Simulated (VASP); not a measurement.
Ca2Ge3N: single point with PBE

Ca2Ge3N:

```
CELL_PARAMETERS angstrom
4.59503 0.00000 0.00000
-2.29752 3.97941 0.00000
0.00000 0.00000 7.25646
ATOMIC_POSITIONS crystal
Ca 0.66667 0.33333 0.75259
Ca 0.33333 0.66667 0.24741
Ge 0.66667 0.33333 0.35094
Ge 0.33333 0.66667 0.64906
Ge 0.00000 0.00000 0.50000
N 0.00000 0.00000 0.00000
```

The cell was generated, and may not be a known phase.

```json
{"Program": "VASP 6.6.1", "Task": "single point", "Functional": "PBE", "Potentials or basis": "VASP PAW PBE potentials, release 64 (Ca_sv, Ge_d, N)", "Cutoff": "520 eV", "k mesh": "6 × 6 × 4", "Occupations": "gaussian, width 0.1 eV", "Spin": "no spin polarisation"}
```

```yaml
Pressure: 1.5 GPa
Largest_force: 3.023 eV/Å
Band_gap_on_the_k_mesh: zero (an odd number of electrons rules out a gap without spin polarisation)
```

Forces on the atoms (eV/Å):
```
Ca   0.000  0.000  3.023
Ca   0.000  0.000 -3.023
Ge   0.000  0.000  0.481
Ge   0.000  0.000 -0.481
Ge   0.000  0.000  0.000
N    0.000  0.000  0.000
```

Stress tensor (GPa, compression positive):
```
 3.05  0.00  0.00
 0.00  3.05  0.00
 0.00  0.00 -1.74
```

Levels at points of the mesh, in eV from the Fermi level:
```
           k point  band 29  band 30  band 31  band 32  band 33  band 34  band 35  band 36  band 37  band 38
(0.00, 0.00, 0.00)    -2.43    -1.73    -1.73    -1.39    -1.20    -0.25    -0.25     1.01     1.68     2.15
(0.50, 0.00, 0.00)    -3.37    -2.14    -1.01    -0.62    -0.52     0.28     0.41     1.00     2.25     2.58
(0.00, 0.00, 0.50)    -2.38    -2.06    -1.87    -1.87    -0.29    -0.09    -0.09     0.44     0.96     1.97
(0.50, 0.00, 0.50)    -3.12    -2.04    -1.56    -0.85    -0.63     0.18     0.57     1.48     2.01     2.63
```

Wall time 7.6 min on 1 thread of Intel Xeon 8259CL, with other jobs on the host, peak memory 0.32 GiB.

Caveat: forces of over 1 eV/Å act on the atoms, so gaps and moduli don't describe the material at rest.
